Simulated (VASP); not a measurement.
# Si3B (Pm-3m) in VASP: notebook, part 2 of 2

VASP 6.6.1. Earlier steps stand in the parts before.

## 3. Single point, PBE

This run uses another cell than the first one: it holds 4 atoms, not 8.

INCAR

```
SYSTEM = Si3B
  PREC = Accurate
  ENCUT = 520
  EDIFF = 1E-6
  ISMEAR = 0
  SIGMA = 0.1
  LREAL = .False.
  LASPH = .True.
  NELM = 80
  ALGO = Normal
  ISIF = 2
  LWAVE = .False.
  LCHARG = .False.
  GGA = PE
  NBANDS = 16
```

KPOINTS

```
regular mesh
0
Gamma
  12 12 12
  0 0 0
```

POSCAR

```
Si3B
1.0
    3.6604442179      0.0000000000      0.0000000000
    0.0000000000      3.6604442179      0.0000000000
    0.0000000000      0.0000000000      3.6604442179
Si B
3 1
Direct
    0.5000000000      0.0000000000      0.0000000000
    0.0000000000      0.5000000000      0.0000000000
    0.0000000000      0.0000000000      0.5000000000
    0.5000000000      0.5000000000      0.5000000000
```

Potentials or basis: VASP PAW PBE potentials, release 64 (Si, B).

Started as:

```
cat potpaw_PBE.64/Si/POTCAR potpaw_PBE.64/B/POTCAR > POTCAR
mpirun -np 1 vasp_std > vasp.out
```

OUTCAR:

```text
SYSTEM = Si3B
   PREC = Accurate
   ENCUT = 520
   EDIFF = 1E-6
   ISMEAR = 0
   LREAL = .False.
   LASPH = .True.
   NELM = 80
   ISIF = 2
   GGA = PE

 ion  position               nearest neighbor table
   1  0.500  0.000  0.000-   2 2.59   3 2.59   4 2.59   3 2.59   4 2.59   2 2.59   4 2.59   4 2.59
                             2 2.59   3 2.59   3 2.59   2 2.59
   2  0.000  0.500  0.000-   1 2.59   3 2.59   4 2.59   3 2.59   4 2.59   1 2.59   3 2.59   3 2.59
                             1 2.59   4 2.59   4 2.59   1 2.59
   3  0.000  0.000  0.500-   1 2.59   2 2.59   4 2.59   1 2.59   2 2.59   2 2.59   4 2.59   2 2.59
                             1 2.59   4 2.59   1 2.59   4 2.59
   4  0.500  0.500  0.500-   1 2.59   2 2.59   3 2.59   1 2.59   2 2.59   1 2.59   3 2.59   1 2.59
                             2 2.59   3 2.59   2 2.59   3 2.59

  LATTYP: Found a simple cubic cell.
 ALAT       =     3.6604442179

  Lattice vectors:

 A1 = (   3.6604442179,   0.0000000000,   0.0000000000)
 A2 = (   0.0000000000,   3.6604442179,   0.0000000000)
 A3 = (   0.0000000000,   0.0000000000,   3.6604442179)

Analysis of symmetry for initial positions (statically):
=====================================================================
 Subroutine PRICEL returns:
 Original cell was already a primitive cell.

 Routine SETGRP: Setting up the symmetry group for a
 simple cubic supercell.

 Subroutine GETGRP returns: Found 48 space group operations
 (whereof 48 operations were pure point group operations)
 out of a pool of 48 trial point group operations.

The static configuration has the point symmetry O_h .

Analysis of symmetry for dynamics (positions and initial velocities):
=====================================================================
 Subroutine PRICEL returns:
 Original cell was already a primitive cell.

 Routine SETGRP: Setting up the symmetry group for a
 simple cubic supercell.

 Subroutine GETGRP returns: Found 48 space group operations
 (whereof 48 operations were pure point group operations)
 out of a pool of 48 trial point group operations.

The dynamic configuration has the point symmetry O_h .

 Subroutine INISYM returns: Found 48 space group operations
 (whereof 48 operations are pure point group operations),
 and found     1 'primitive' translations

----------------------------------------------------------------------------------------

                                     Primitive cell

  volume of cell :      49.0457

  direct lattice vectors                    reciprocal lattice vectors
     3.660444218  0.000000000  0.000000000     0.273190886  0.000000000  0.000000000
     0.000000000  3.660444218  0.000000000     0.000000000  0.273190886  0.000000000
     0.000000000  0.000000000  3.660444218     0.000000000  0.000000000  0.273190886

  length of vectors
     3.660444218  3.660444218  3.660444218     0.273190886  0.273190886  0.273190886

  position of ions in fractional coordinates (direct lattice)
     0.500000000  0.000000000  0.000000000
     0.000000000  0.500000000  0.000000000
     0.000000000  0.000000000  0.500000000
     0.500000000  0.500000000  0.500000000

  ion indices of the primitive-cell ions
   primitive index   ion index
                 1           1
                 2           2
                 3           3
                 4           4

[... 25 lines left out ...]

 Following reciprocal coordinates:
            Coordinates               Weight
  0.000000  0.000000  0.000000      1.000000
  0.083333  0.000000  0.000000      6.000000
  0.166667  0.000000  0.000000      6.000000
  0.250000  0.000000  0.000000      6.000000
  0.333333  0.000000  0.000000      6.000000
  0.416667  0.000000  0.000000      6.000000
[... 16 lines left out ...]
  0.333333  0.333333  0.000000     12.000000
  0.416667  0.333333  0.000000     24.000000
 [... further k-points ...]
   k-points           NKPTS =     84   k-points in BZ     NKDIM =     84   number of bands    NBANDS=     16
   number of dos      NEDOS =    301   number of ions     NIONS =      4
   total plane-waves  NPLWV =  21952
   dimension x,y,z NGX =    28 NGY =   28 NGZ =   28
   dimension x,y,z NGXF=    56 NGYF=   56 NGZF=   56
   ions per type =               3   1
   NGX,Y,Z   is equivalent  to a cutoff of  12.72, 12.72, 12.72 a.u.
   NGXF,Y,Z  is equivalent  to a cutoff of  25.43, 25.43, 25.43 a.u.
 SYSTEM =  Si3B
   PREC   = accura    normal or accurate (medium, high low for compatibility)
   ISTART =      0    job   : 0-new  1-cont  2-samecut
   ICHARG =      2    charge: 1-file 2-atom 10-const
   ISPIN  =      1    spin polarized calculation?
   LNONCOLLINEAR =      F non collinear calculations
   LSORBIT =      F    spin-orbit coupling
   LASPH  =      T    aspherical Exc in radial PAW
   ENCUT  =  520.0 eV  38.22 Ry    6.18 a.u.   6.81  6.81  6.81*2*pi/ulx,y,z
   NELM   =     80;   NELMIN=  2; NELMDL= -5     # of ELM steps
   EDIFF  = 0.1E-05   stopping-criterion for ELM
   LREAL  =      F    real-space projection
   EDIFFG = 0.1E-04   stopping-criterion for IOM
   NSW    =      0    number of steps for IOM
   IBRION =     -1    ionic relax: 0-MD 1-quasi-New 2-CG
   NFREE  =      0    steps in history (QN), initial steepest desc. (CG)
   ISIF   =      2    stress and relaxation
   ISYM   =      2    0-nonsym 1-usesym 2-fastsym
   POTIM  = 0.5000    time-step for ionic-motion
   TEBEG  =    0.0;   TEEND  =   0.0 temperature during run
   PSTRESS=    0.0 pullay stress
   NELECT =      15.0000    total number of electrons
   NUPDOWN=      -1.0000    fix difference up-down
   EMIN   =  10.00;   EMAX   =-10.00  energy-range for DOS
   EFERMI =   0.00;   METHOD = LEGACY
   ISMEAR =     0;   SIGMA  =   0.10  broadening in eV -4-tet -1-fermi 0-gaus
   EFERMI_NEDOS =   21; number of points for ismear=-14 and -15
   IALGO  =     38    algorithm
   IMIX   =      4    mixing-type and parameters
     AMIX     =   0.40;   BMIX     =  1.00
     AMIX_MAG =   1.60;   BMIX_MAG =  1.00
  volume/ion in A,a.u.               =      12.26        82.74
  Fermi-wavevector in a.u.,A,eV,Ry     =   1.102990  2.084348 16.552661  1.216586
  Thomas-Fermi vector in A             =   2.239441
   LORBIT       =      0    0 simple, 1 ext, 2 COOP (PROOUT), +10 PAW based schemes
   GGA     = PE    functional components
   LHFCALC =     F    Hartree Fock is set to
   AEXX    =    0.0000 exact exchange contribution
   IVDW    =     0    specifies the selected vdW correction
   LEPSILON=     F    determine dielectric tensor
   LRPA    =     F    only Hartree local field effects (RPA)
 non-spin polarized calculation
 Gauss-broadening in eV      SIGMA  =   0.10
  energy-cutoff  :      520.00
  volume of cell :       49.05
 maximum number of plane-waves:      1357
 NGX is ok and might be reduce to    28

 number of electron      14.9999998 magnetization

 Free energy of the ion-electron system (eV)
  ---------------------------------------------------
  ext. energy  EPLUGINS =         0.00000000
  ---------------------------------------------------
  free energy    TOTEN  =       -19.14236366 eV

  energy without entropy =      -19.13555467  energy(sigma->0) =      -19.13895917

 E-fermi :  10.2399     XC(G=0): -11.4772

 val. band max:       10.2306719878   @ k =   0.5000   0.5000   0.0000
 cond. band min:      10.2432951112   @ k =   0.3333   0.1667   0.0000
 fundamental gap:      0.0126231234
 Fermi energy:        10.2399485434

 k-point     1 :       0.0000    0.0000    0.0000
  band No.  band energies     occupation
      1      -4.8659      2.00000
      2       4.7806      2.00000
      3       4.7806      2.00000
      4       4.7806      2.00000
      5       6.0471      2.00000
      6       6.5418      2.00000
[... 433 lines left out ...]
      3       1.6044      2.00000
      4       3.3594      2.00000
      5       7.6376      2.00000
      6       9.1031      2.00000
[... 8 lines left out ...]
     15      16.4084      0.00000
     16      19.9980      0.00000

 [... further k-points ...]
[... 5 lines left out ...]
  --------------------------------------------------------------------------------------
  -------------------------------------------------------------------------------------
  Total       -0.0168288     -0.0168288     -0.0168288      0.0000000     -0.0000000      0.0000000
  in kB       -0.5497454     -0.5497454     -0.5497454      0.0000000     -0.0000000      0.0000000
  external PRESSURE =      -0.5497454 kB  Pullay stress =       0.0000000 kB

 VOLUME and BASIS-vectors are now :
 -----------------------------------------------------------------------------
  energy-cutoff  :      520.00
  volume of cell :       49.05
      direct lattice vectors                 reciprocal lattice vectors
     3.660444218  0.000000000  0.000000000     0.273190886  0.000000000  0.000000000
     0.000000000  3.660444218  0.000000000     0.000000000  0.273190886  0.000000000
     0.000000000  0.000000000  3.660444218     0.000000000  0.000000000  0.273190886

 POSITION                                       TOTAL-FORCE (eV/Angst)
 -----------------------------------------------------------------------------------
      1.83022      0.00000      0.00000         0.000000      0.000000      0.000000
      0.00000      1.83022      0.00000         0.000000      0.000000      0.000000
      0.00000      0.00000      1.83022         0.000000      0.000000      0.000000
      1.83022      1.83022      1.83022         0.000000      0.000000      0.000000
 -----------------------------------------------------------------------------------
    total drift:                               -0.000000      0.000000      0.000000

  FREE ENERGIE OF THE ION-ELECTRON SYSTEM (eV)
  ---------------------------------------------------
  free  energy   TOTEN  =       -19.1423636644 eV

  energy  without entropy=      -19.1355546710  energy(sigma->0) =      -19.13895917
```

Wall time 18 s (1 thread of AMD EPYC 9R45 (Zen 5), shared host); peak memory 0.16 GiB.

Results:

* Free energy: -19.1424 eV
* Pressure: -0.1 GPa

## 4. Relaxation of cell and atoms, PBE

This run uses another cell than the first one: it holds 4 atoms, not 8.

INCAR

```
SYSTEM = Si3B
ALGO = Normal
EDIFF = 1E-7
EDIFFG = -0.01
ENCUT = 600
GGA = PE
IBRION = 2
ISIF = 3
ISMEAR = 0
LASPH = .True.
LCHARG = .False.
LREAL = .False.
LWAVE = .False.
NELM = 60
NSW = 100
PREC = Accurate
SIGMA = 0.1
```

KPOINTS

```
k-points
0
Gamma
  12 12 12
  0 0 0
```

POSCAR

```
Si3B
1.0
    3.6755098338      0.0000000000      0.0000000000
    0.0000000000      3.6755098338      0.0000000000
    0.0000000000      0.0000000000      3.6755098338
Si B
3 1
Direct
    0.5000000000      0.0000000000      0.0000000000
    0.0000000000      0.5000000000      0.0000000000
    0.0000000000      0.0000000000      0.5000000000
    0.5000000000      0.5000000000      0.5000000000
```

Started as:

```
cat potpaw_PBE.64/Si/POTCAR potpaw_PBE.64/B/POTCAR > POTCAR
mpirun -np 1 vasp_std > vasp.out
```

Run time: 74 s. Hardware: 1 thread of Oxide Virtual Turin-like, shared host; peak memory 0.17 GiB.

The run converged. Its results:

```yaml
Free_energy: -19.1430 eV
Relaxed_volume: 12.24 Å³/atom
Relaxed_cell: a = 3.658 Å, b = 3.658 Å, c = 3.658 Å, α = 90.00°, β = 90.00°, γ = 90.00°
Space_group_after_relaxing_to_0.05_Å: Pm-3m (No. 221)
Energy_gained_by_relaxing: 0.6 meV/atom
Ionic_steps: 2
Pressure_after_relaxing: 0.1 GPa
```

Step by step:
| step | energy change (eV) | largest force (eV/Å) | pressure (GPa) | volume (Å³) |
| --- | --- | --- | --- | --- |
| 1 | 0.0000 | 0.0000 | -1.24 | 49.65 |
| 2 | -0.0025 | 0.0000 | 0.11 | 48.97 |

Final structure:
```cif
data_structure
_symmetry_space_group_name_H-M 'P 1'
_symmetry_Int_Tables_number 1
_cell_length_a 3.6584
_cell_length_b 3.6584
_cell_length_c 3.6584
_cell_angle_alpha 90.000
_cell_angle_beta 90.000
_cell_angle_gamma 90.000
_cell_volume 48.97
loop_
_atom_site_label
_atom_site_type_symbol
_atom_site_fract_x
_atom_site_fract_y
_atom_site_fract_z
_atom_site_occupancy
Si1 Si 0.50000 0.00000 0.00000 1
Si2 Si 0.00000 0.50000 0.00000 1
Si3 Si 0.00000 0.00000 0.50000 1
B1 B 0.50000 0.50000 0.50000 1
```

Levels at points of the mesh, in eV from the Fermi level:
```csv
k point,band 6,band 7,band 8,band 9,band 10,band 11
"(0.00, 0.00, 0.00)",-3.70,-3.70,3.04,3.04,3.04,4.43
"(0.50, 0.00, 0.00)",-2.92,-1.79,-1.73,-1.51,-0.71,5.32
"(0.50, 0.50, 0.00)",-0.75,-0.01,-0.01,0.78,0.78,0.93
"(0.50, 0.50, 0.50)",-7.03,-7.03,-6.71,7.23,7.23,7.23
```

## 5. The runs side by side

```csv
task,cell,k mesh,cutoff (eV),gap on the mesh (eV),pressure (GPa)
single point,"a = 5.198 Å, angles 60.0°, 8 atoms",4 × 4 × 4,520,none,-0.2
single point,"a = 3.660 Å, 4 atoms",12 × 12 × 12,520,none,-0.1
relaxation of cell and atoms,"relaxed from a = 3.676 Å, 4 atoms",12 × 12 × 12,600,none,0.1
```

Alike in all rows: level PBE; potentials or basis VASP PAW PBE potentials, release 64 (Si, B); no spin polarisation; smearing gaussian 0.1 eV.

Caveats: some runs use coarse meshes.

Total energies depend on the potentials used, so only differences within one code and one set of settings carry meaning.
